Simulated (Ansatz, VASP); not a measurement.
**One calculation of AlH5, two programs**

Contents of INCAR:

```
PREC     = Accurate       # precision mode
ENCUT    = 1230           # plane-wave cutoff, eV
EDIFF    = 1E-7           # SCF threshold, eV
ISMEAR   = 0              # smearing method
SIGMA    = 0.1            # smearing width, eV
LREAL    = F              # projectors in reciprocal space
LASPH    = T              # aspherical terms in the spheres
NELM     = 120            # most SCF steps
ALGO     = Normal         # electronic algorithm
ISIF     = 3              # what is computed and relaxed
LWAVE    = F              # write WAVECAR
LCHARG   = F              # write CHGCAR
GGA      = PE             # functional
IBRION   = 2              # ionic algorithm
NSW      = 90             # ionic steps
EDIFFG   = -0.04          # ionic threshold
GGA_COMPAT= F            
NELMIN   = 4
```

File KPOINTS:

```
Automatic mesh
0
Gamma
  6 6 4
```

File POSCAR:

```
AlH5
1.0
    3.1918482000      0.0000000000      0.0000000000
   -1.5959241000      2.7642216300      0.0000000000
    0.0000000000      0.0000000000      6.3922721000
Al H
1 5
Direct
    0.3333333300      0.6666666700      0.0000000000
    0.6666666700      0.3333333300      0.5000000000
    0.4495949100      0.5504050900      0.5000000000
    0.4495949100      0.8991898100      0.5000000000
    0.1008101900      0.5504050900      0.5000000000
    0.0000000000      0.0000000000      0.5000000000
```

Input for Ansatz:

```yaml
crystal:
  lattice:
    - [3.1918482, 0.0, 0.0]
    - [-1.5959241, 2.76422163, 0.0]
    - [0.0, 0.0, 6.3922721]
  atoms:
    - { symbol: Al, position: [0.33333333, 0.66666667, 0.0] }
    - { symbol: H, position: [0.66666667, 0.33333333, 0.5] }
    - { symbol: H, position: [0.44959491, 0.55040509, 0.5] }
    - { symbol: H, position: [0.44959491, 0.89918981, 0.5] }
    - { symbol: H, position: [0.10081019, 0.55040509, 0.5] }
    - { symbol: H, position: [0.0, 0.0, 0.5] }
basis:
  ecutwfc: 420
kpoints:
  mp_grid: { grid: [6, 6, 4] }
hamiltonian:
  xc: pbe
scf:
  occupations: { method: gaussian, width: 0.1 }
  lower_state_search: "off"
output:
  forces: true
  stress: true
  eigenvalues: true
relax:
  adjacent_minimum: "off"
  f_tol: 0.04
  max_steps: 70
  cell: { stress_tol: 0.4 }
```

Alike in both runs: task relaxation of cell and atoms; functional PBE; k mesh 6 × 6 × 4; occupations gaussian, width 0.1 eV; no spin polarisation.

```csv
,VASP,Ansatz
version,VASP 6.6.1,Ansatz 0.2.0
potentials or method,"VASP PAW PBE potentials, release 64 (Al, H_h), cutoff 1230 eV","scalar-relativistic, plane waves, PAW"
valence electrons in the cell,8,8
```

|  | VASP | Ansatz | Ansatz less VASP |
| --- | --- | --- | --- |
| gap on the k mesh at the Fermi level, each at its own relaxed structure (eV) | none | none | - |
| relaxed volume (Å³/atom) | 8.26 | 7.03 | -1.237 |
| relaxed length of the cell vector where the two differ most in proportion (Å) | 6.243 | 5.179 | -1.0644 |

A gap of «none» marks a metal or a gap that the smearing closes. One of these differences is far larger than is usual between the two programs; its cause wasn't traced.

The k mesh is coarse, so the values compare programs but aren't converged.
